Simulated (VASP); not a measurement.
Set up this calculation in VASP 6.6.1, as the native input.

| Item | Value |
| --- | --- |
| Task | relaxation of cell and atoms |
| Functional | PBE |
| Potentials or basis | VASP PAW PBE potentials, release 64 (Os) |
| Cutoff | 600 eV |
| k mesh | 9 × 9 × 13 |
| Occupations | fermi-dirac, width 0.1 eV |
| Spin | no spin polarisation |
| Target pressure | 160 GPa |
| Dipole correction | no |
| Further INCAR settings | ALGO = Normal; EDIFF = 1e-06; IBRION = 2; EDIFFG = -0.005; NSW = 32; ISIF = 3 |

The structure of Os lies in POSCAR:

```
Os
1.0
    4.0062680808      0.0000000000      0.0000000000
   -2.0031340404      3.4695299324      0.0000000000
    0.0000000000      0.0000000000      2.4807967506
Os
3
Direct
    0.0000000000      0.0000000000      0.0000000000
    0.3333333333      0.6666666667      0.5000000000
    0.6666666667      0.3333333333      0.5000000000
```

This isn't the form of Os at room conditions, which is hcp.

The input as run:

INCAR

```
SYSTEM = Os
  ALGO = Normal
  EDIFF = 1E-6
  EDIFFG = -0.005
  ENCUT = 600
  GGA = PE
  IBRION = 2
  ISIF = 3
  ISMEAR = -1
  LASPH = .True.
  LCHARG = .False.
  LREAL = .False.
  LWAVE = .False.
  NELM = 60
  NSW = 32
  PREC = Accurate
  PSTRESS = 1600.0
  SIGMA = 0.1
```

KPOINTS

```
k-points
0
Gamma
  9 9 13
  0 0 0
```

Potentials or basis: VASP PAW PBE potentials, release 64 (Os).

Run with:

```console
$ cat potpaw_PBE.64/Os/POTCAR > POTCAR
$ mpirun -np 1 vasp_std > vasp.out
```

It gave:

```
Relaxed volume                                             : 11.55 Å³/atom
Relaxed cell                                               : a = 4.011 Å, b = 4.011 Å, c = 2.486 Å, α = 90.00°, β = 90.00°, γ = 120.00°
Space group after relaxing (to 0.1 Å)                      : P6/mmm (No. 191)
Energy change on relaxing (the run minimises the enthalpy) : -56.3 meV/atom
Ionic steps                                                : 9
Pressure after relaxing                                    : 160.0 GPa
Band gap on the k mesh                                     : zero (bands 12 and 13 overlap by 3.64 eV)
```

Caveat: the cell is relaxed towards a set pressure, so the run minimises the enthalpy, not the energy; spin-orbit coupling is left out, which moves the levels of the heavy elements.

Wall time 2.2 min on 1 thread of Oxide Virtual Turin-like Processor (shared host), peak memory 0.16 GiB.
